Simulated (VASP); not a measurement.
# InP (Fm-3m) in VASP: single point with PBE

Aim: the single point of InP with PBE.

All numbers are computed with VASP 6.6.1; they aren't measurements. Logs are shortened: lines on timing, memory, paths and dates and some standing lists are left out, and cuts for length are marked.

## 1. The cell of the first run

It takes space group Fm-3m (No. 225, cubic). Conventional cell: a = 5.540 Å, b = 5.540 Å, c = 5.540 Å, α = 90.00°, β = 90.00°, γ = 90.00°. Within 3.7 Å of In (site symmetry m-3m) lie 6 P at 2.77 Å. P (site symmetry m-3m) has 6 In at 2.77 Å within 3.7 Å.

## 2. Single point, PBE

Contents of INCAR:

```
PREC = Accurate
ENCUT = 520
EDIFF = 1E-6
ISMEAR = 0
SIGMA = 0.15
LREAL = F
LASPH = T
NELM = 80
ALGO = Normal
ISIF = 2
LWAVE = F
LCHARG = F
GGA = PE
NBANDS = 46
```

Contents of KPOINTS:

```
Automatic mesh
0
Gamma
  12 12 12
```

Contents of POSCAR:

```
InP
1.0
    5.5403208329      0.0000000000      0.0000000000
    0.0000000000     -5.5403208329      0.0000000000
    0.0000000000      0.0000000000     -5.5403208329
In P
4 4
Direct
    0.0000000000      1.0000000000      1.0000000000
    0.5000000000      0.5000000000      1.0000000000
    0.5000000000      1.0000000000      0.5000000000
    0.0000000000      0.5000000000      0.5000000000
    0.5000000000      1.0000000000      1.0000000000
    0.0000000000      0.5000000000      1.0000000000
    0.0000000000      1.0000000000      0.5000000000
    0.5000000000      0.5000000000      0.5000000000
```

Potentials or basis: VASP PAW PBE potentials, release 64 (In_d, P).

Command:

```sh
$ cat potpaw_PBE.64/In_d/POTCAR potpaw_PBE.64/P/POTCAR > POTCAR
$ mpirun -np 1 vasp_std > vasp.out
```

OUTCAR:

```text
PREC = Accurate
   ENCUT = 520
   EDIFF = 1E-6
   ISMEAR = 0
   LREAL = F
   LASPH = T
   NELM = 80
   ISIF = 2
   GGA = PE

 ion  position               nearest neighbor table
   1  0.000  0.000  0.000-   5 2.77   6 2.77   7 2.77   7 2.77   6 2.77   5 2.77   3 3.92   4 3.92
                             2 3.92   2 3.92   4 3.92   3 3.92   4 3.92   2 3.92   3 3.92   4 3.92
   2  0.500  0.500  0.000-   5 2.77   6 2.77   8 2.77   8 2.77   5 2.77   6 2.77   3 3.92   4 3.92
                             1 3.92   1 3.92   3 3.92   3 3.92   3 3.92   1 3.92   4 3.92   4 3.92
   3  0.500  0.000  0.500-   5 2.77   7 2.77   8 2.77   5 2.77   8 2.77   7 2.77   1 3.92   2 3.92
                             1 3.92   2 3.92   4 3.92   2 3.92   2 3.92   1 3.92   4 3.92   4 3.92
   4  0.000  0.500  0.500-   6 2.77   7 2.77   8 2.77   6 2.77   7 2.77   8 2.77   1 3.92   2 3.92
                             1 3.92   1 3.92   3 3.92   2 3.92   1 3.92   2 3.92   3 3.92   3 3.92
   5  0.500  0.000  0.000-   1 2.77   2 2.77   3 2.77   3 2.77   2 2.77   1 2.77
   6  0.000  0.500  0.000-   1 2.77   2 2.77   4 2.77   4 2.77   1 2.77   2 2.77
   7  0.000  0.000  0.500-   1 2.77   3 2.77   4 2.77   1 2.77   4 2.77   3 2.77
   8  0.500  0.500  0.500-   2 2.77   3 2.77   4 2.77   2 2.77   3 2.77   4 2.77

  LATTYP: Found a simple cubic cell.
 ALAT       =     5.5403208329

  Lattice vectors:

 A1 = (   5.5403208329,   0.0000000000,   0.0000000000)
 A2 = (   0.0000000000,  -5.5403208329,   0.0000000000)
 A3 = (   0.0000000000,   0.0000000000,  -5.5403208329)

Analysis of symmetry for initial positions (statically):
=====================================================================
 Subroutine PRICEL returns following result:

  LATTYP: Found a face centered cubic cell.
 ALAT       =     5.5403208329

  Lattice vectors:

 A1 = (   2.7701604164,   2.7701604164,   0.0000000000)
 A2 = (   2.7701604164,   0.0000000000,  -2.7701604164)
 A3 = (   0.0000000000,   2.7701604164,  -2.7701604164)

   4 primitive cells build up your supercell.

 Routine SETGRP: Setting up the symmetry group for a
 simple cubic supercell.

 Subroutine GETGRP returns: Found 48 space group operations
 (whereof 48 operations were pure point group operations)
 out of a pool of 48 trial point group operations.

The static configuration has the point symmetry O_h .

Analysis of symmetry for dynamics (positions and initial velocities):
=====================================================================
 Subroutine PRICEL returns following result:

  LATTYP: Found a face centered cubic cell.
 ALAT       =     5.5403208329

  Lattice vectors:

 A1 = (   2.7701604164,   2.7701604164,   0.0000000000)
 A2 = (   2.7701604164,   0.0000000000,  -2.7701604164)
 A3 = (   0.0000000000,   2.7701604164,  -2.7701604164)

   4 primitive cells build up your supercell.

 Routine SETGRP: Setting up the symmetry group for a
 simple cubic supercell.

 Subroutine GETGRP returns: Found 48 space group operations
 (whereof 48 operations were pure point group operations)
 out of a pool of 48 trial point group operations.

The dynamic configuration has the point symmetry O_h .

 Subroutine INISYM returns: Found 48 space group operations
 (whereof 48 operations are pure point group operations),
 and found     4 'primitive' translations

----------------------------------------------------------------------------------------

                                     Primitive cell

  volume of cell :      42.5153

  direct lattice vectors                    reciprocal lattice vectors
     2.770160416  2.770160416  0.000000000     0.180494962  0.180494962  0.180494962
     2.770160416  0.000000000 -2.770160416     0.180494962 -0.180494962 -0.180494962
     0.000000000  2.770160416 -2.770160416    -0.180494962  0.180494962 -0.180494962

  length of vectors
     3.917598431  3.917598431  3.917598431     0.312626445  0.312626445  0.312626445

  position of ions in fractional coordinates (direct lattice)
     0.000000000  0.000000000  0.000000000
     0.500000000  0.500000000  0.500000000

  ion indices of the primitive-cell ions
   primitive index   ion index
                 1           1
                 2           5

----------------------------------------------------------------------------------------

 KPOINTS: Automatic mesh

Automatic generation of k-mesh.
 Grid dimensions read from file:
 generate k-points for:   12   12   12

 Generating k-lattice:

  Cartesian coordinates                     Fractional coordinates (reciprocal lattice)
     0.015041247  0.000000000  0.000000000     0.083333333  0.000000000  0.000000000
     0.000000000 -0.015041247  0.000000000     0.000000000  0.083333333  0.000000000
     0.000000000  0.000000000 -0.015041247     0.000000000  0.000000000  0.083333333

  Length of vectors
     0.015041247  0.015041247  0.015041247

  Shift w.r.t. Gamma in fractional coordinates (k-lattice)
     0.000000000  0.000000000  0.000000000

 Subroutine IBZKPT returns following result:
 ===========================================

 Found     84 irreducible k-points:

 Following reciprocal coordinates:
            Coordinates               Weight
  0.000000  0.000000  0.000000      1.000000
  0.083333  0.000000  0.000000      6.000000
  0.166667  0.000000  0.000000      6.000000
  0.250000  0.000000  0.000000      6.000000
  0.333333  0.000000  0.000000      6.000000
  0.416667  0.000000  0.000000      6.000000
[... 16 lines left out ...]
  0.333333  0.333333  0.000000     12.000000
  0.416667  0.333333  0.000000     24.000000
 [... further k-points ...]
   k-points           NKPTS =     84   k-points in BZ     NKDIM =     84   number of bands    NBANDS=     46
   number of dos      NEDOS =    301   number of ions     NIONS =      8
   total plane-waves  NPLWV =  74088
   dimension x,y,z NGX =    42 NGY =   42 NGZ =   42
   dimension x,y,z NGXF=    84 NGYF=   84 NGZF=   84
   ions per type =               4   4
   NGX,Y,Z   is equivalent  to a cutoff of  12.60, 12.60, 12.60 a.u.
   NGXF,Y,Z  is equivalent  to a cutoff of  25.21, 25.21, 25.21 a.u.
 SYSTEM =  unknown system
   PREC   = accura    normal or accurate (medium, high low for compatibility)
   ISTART =      0    job   : 0-new  1-cont  2-samecut
   ICHARG =      2    charge: 1-file 2-atom 10-const
   ISPIN  =      1    spin polarized calculation?
   LNONCOLLINEAR =      F non collinear calculations
   LSORBIT =      F    spin-orbit coupling
   LASPH  =      T    aspherical Exc in radial PAW
   ENCUT  =  520.0 eV  38.22 Ry    6.18 a.u.  10.30 10.30 10.30*2*pi/ulx,y,z
   NELM   =     80;   NELMIN=  2; NELMDL= -5     # of ELM steps
   EDIFF  = 0.1E-05   stopping-criterion for ELM
   LREAL  =      F    real-space projection
   EDIFFG = 0.1E-04   stopping-criterion for IOM
   NSW    =      0    number of steps for IOM
   IBRION =     -1    ionic relax: 0-MD 1-quasi-New 2-CG
   NFREE  =      0    steps in history (QN), initial steepest desc. (CG)
   ISIF   =      2    stress and relaxation
   ISYM   =      2    0-nonsym 1-usesym 2-fastsym
   POTIM  = 0.5000    time-step for ionic-motion
   TEBEG  =    0.0;   TEEND  =   0.0 temperature during run
   PSTRESS=    0.0 pullay stress
   NELECT =      72.0000    total number of electrons
   NUPDOWN=      -1.0000    fix difference up-down
   EMIN   =  10.00;   EMAX   =-10.00  energy-range for DOS
   EFERMI =   0.00;   METHOD = LEGACY
   ISMEAR =     0;   SIGMA  =   0.15  broadening in eV -4-tet -1-fermi 0-gaus
   EFERMI_NEDOS =   21; number of points for ismear=-14 and -15
   IALGO  =     38    algorithm
   IMIX   =      4    mixing-type and parameters
     AMIX     =   0.40;   BMIX     =  1.00
     AMIX_MAG =   1.60;   BMIX_MAG =  1.00
  volume/ion in A,a.u.               =      21.26       143.45
  Fermi-wavevector in a.u.,A,eV,Ry     =   1.229280  2.323002 20.560156  1.511129
  Thomas-Fermi vector in A             =   2.364173
   LORBIT       =      0    0 simple, 1 ext, 2 COOP (PROOUT), +10 PAW based schemes
   GGA     = PE    functional components
   LHFCALC =     F    Hartree Fock is set to
   AEXX    =    0.0000 exact exchange contribution
   IVDW    =     0    specifies the selected vdW correction
   LEPSILON=     F    determine dielectric tensor
   LRPA    =     F    only Hartree local field effects (RPA)
 non-spin polarized calculation
 Gauss-broadening in eV      SIGMA  =   0.15
  energy-cutoff  :      520.00
  volume of cell :      170.06
 maximum number of plane-waves:      4632
 NGX is ok and might be reduce to    42
   NGX = 21   NGY = 21   NGZ = 21

 number of electron      72.0000069 magnetization

 Free energy of the ion-electron system (eV)
  ---------------------------------------------------
  ext. energy  EPLUGINS =         0.00000000
  ---------------------------------------------------
  free energy    TOTEN  =       -31.67904842 eV

  energy without entropy =      -31.62182688  energy(sigma->0) =      -31.65043765

 E-fermi :   7.0441     XC(G=0): -10.3895

 val. band max:        7.0404202118   @ k =   0.2500   0.2500   0.1667
 cond. band min:       7.0476494247   @ k =   0.5000   0.4167   0.3333
 fundamental gap:      0.0072292129
 Fermi energy:         7.0441290801

 k-point     1 :       0.0000    0.0000    0.0000
  band No.  band energies     occupation
      1      -7.5112      2.00000
      2      -7.5112      2.00000
      3      -7.5112      2.00000
      4      -7.2352      2.00000
      5      -7.2352      2.00000
      6      -7.2352      2.00000
[... 38 lines left out ...]
     45      14.1222      0.00000
     46      14.1222      0.00000

 k-point     2 :       0.0833    0.0000    0.0000
  band No.  band energies     occupation
      1      -7.5063      2.00000
      2      -7.5063      2.00000
      3      -7.5043      2.00000
      4      -7.2343      2.00000
      5      -7.2327      2.00000
      6      -7.2327      2.00000
[... 1070 lines left out ...]
 k-point    24 :       0.4167    0.3333    0.0000
  band No.  band energies     occupation
      1      -7.3648      2.00000
      2      -7.3523      2.00000
      3      -7.3278      2.00000
      4      -7.2609      2.00000
      5      -7.2294      2.00000
      6      -7.2217      2.00000
[... 38 lines left out ...]
     45      12.0644      0.00000
     46      12.7367      0.00000

 [... further k-points ...]

------------------------ aborting loop because EDIFF is reached ----------------------------------------

  FORCE on cell =-STRESS in cart. coord.  units (eV):
  Direction    XX          YY          ZZ          XY          YZ          ZX
  --------------------------------------------------------------------------------------
  -------------------------------------------------------------------------------------
  Total       -0.0806799     -0.0806799     -0.0806799      0.0000000      0.0000000     -0.0000000
  in kB       -0.7601007     -0.7601007     -0.7601007      0.0000000      0.0000000     -0.0000000
  external PRESSURE =      -0.7601007 kB  Pullay stress =       0.0000000 kB

 VOLUME and BASIS-vectors are now :
 -----------------------------------------------------------------------------
  energy-cutoff  :      520.00
  volume of cell :      170.06
      direct lattice vectors                 reciprocal lattice vectors
     5.540320833  0.000000000  0.000000000     0.180494962  0.000000000  0.000000000
     0.000000000 -5.540320833  0.000000000     0.000000000 -0.180494962  0.000000000
     0.000000000  0.000000000 -5.540320833     0.000000000  0.000000000 -0.180494962

 POSITION                                       TOTAL-FORCE (eV/Angst)
 -----------------------------------------------------------------------------------
      0.00000      0.00000      0.00000        -0.000000      0.000000      0.000000
      2.77016     -2.77016      0.00000        -0.000000     -0.000000     -0.000000
      2.77016      0.00000     -2.77016         0.000000     -0.000000     -0.000000
      0.00000     -2.77016     -2.77016         0.000000      0.000000      0.000000
      2.77016      0.00000      0.00000         0.000000     -0.000000      0.000000
      0.00000     -2.77016      0.00000         0.000000      0.000000     -0.000000
      0.00000      0.00000     -2.77016         0.000000     -0.000000     -0.000000
      2.77016     -2.77016     -2.77016         0.000000      0.000000     -0.000000
 -----------------------------------------------------------------------------------
    total drift:                                0.000000      0.000000      0.000000

  FREE ENERGIE OF THE ION-ELECTRON SYSTEM (eV)
  ---------------------------------------------------
  free  energy   TOTEN  =       -31.6790484171 eV

  energy  without entropy=      -31.6218268827  energy(sigma->0) =      -31.65043765
```

It took 6.6 min on 1 thread of Intel Xeon Platinum 8488C (Sapphire Rapids), shared host; peak memory 0.58 GiB.

Results:

```yaml
Free_energy: -31.6790 eV
Pressure: -0.1 GPa
Band_gap_on_the_k_mesh: zero (bands 36 and 37 overlap by 1.60 eV)
```

Levels at points of the mesh, in eV from the Fermi level:
```tsv
k point	band 32	band 33	band 34	band 35	band 36	band 37	band 38	band 39	band 40	band 41
(0.00, 0.00, 0.00)	-2.35	-2.35	-2.35	-2.35	-2.35	-0.30	-0.30	-0.30	0.49	3.82
(0.50, 0.00, 0.00)	-3.19	-1.43	-1.43	-1.43	-1.43	1.01	1.01	2.36	2.36	4.56
(0.50, 0.50, 0.00)	-2.87	-0.14	-0.14	-0.14	-0.14	2.28	2.28	2.28	2.28	4.36
(0.50, 0.50, 0.50)	0.12	0.12	0.12	0.12	0.12	2.47	2.47	2.47	2.47	3.39
```

Caveat: spin-orbit coupling is left out, which moves the levels of the heavy elements.
